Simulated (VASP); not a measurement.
Input of a VASP 6.6.1 run:

Contents of INCAR:

```
SYSTEM = Si
PREC = Accurate
ENCUT = 450
EDIFF = 1E-7
ISMEAR = 0
SIGMA = 0.01
LREAL = .FALSE.
LASPH = .TRUE.
NELM = 120
ALGO = Normal
ISIF = 2
LWAVE = .FALSE.
LCHARG = .FALSE.
GGA = PS
IBRION = 2
NSW = 60
EDIFFG = -0.002
GGA_COMPAT = .FALSE.
NELMIN = 4
```

The input KPOINTS:

```
Automatic mesh
0
G
  9 9 6
  0 0 0
```

File POSCAR:

```
Si
1.0
    3.8311469543      0.0000000000      0.0000000000
   -1.9155734771      3.3178705881      0.0000000000
    0.0000000000      0.0000000000      6.2615031399
Si
4
Direct
    0.3333333333      0.6666666667     -0.0007466898
    0.6666666667      0.3333333333      0.4992533102
    0.3333333333      0.6666666667      0.3747466898
    0.6666666667      0.3333333333      0.8747466898
```

Potentials or basis: VASP PAW PBE potentials, release 64 (Si).

Command:

```console
$ cat potpaw_PBE.64/Si/POTCAR > POTCAR
$ mpirun -np 1 vasp_std > vasp.out
```

Task: What does it give for the energy gained by relaxing?

Result: 0.0 meV/atom.

Task: Predict the band gap on the k mesh.

Result: 0.28 eV, indirect (least direct gap 0.87 eV).

Stress tensor (GPa, compression positive):
```
0.12 0.00 0.00
0.00 0.12 0.00
0.00 0.00 2.10
```

Caveat: the cell differs from its parent crystal (strained cell); the PAW data sets were made with another functional, which shifts forces and pressure a little. A k mesh can miss the band edges.
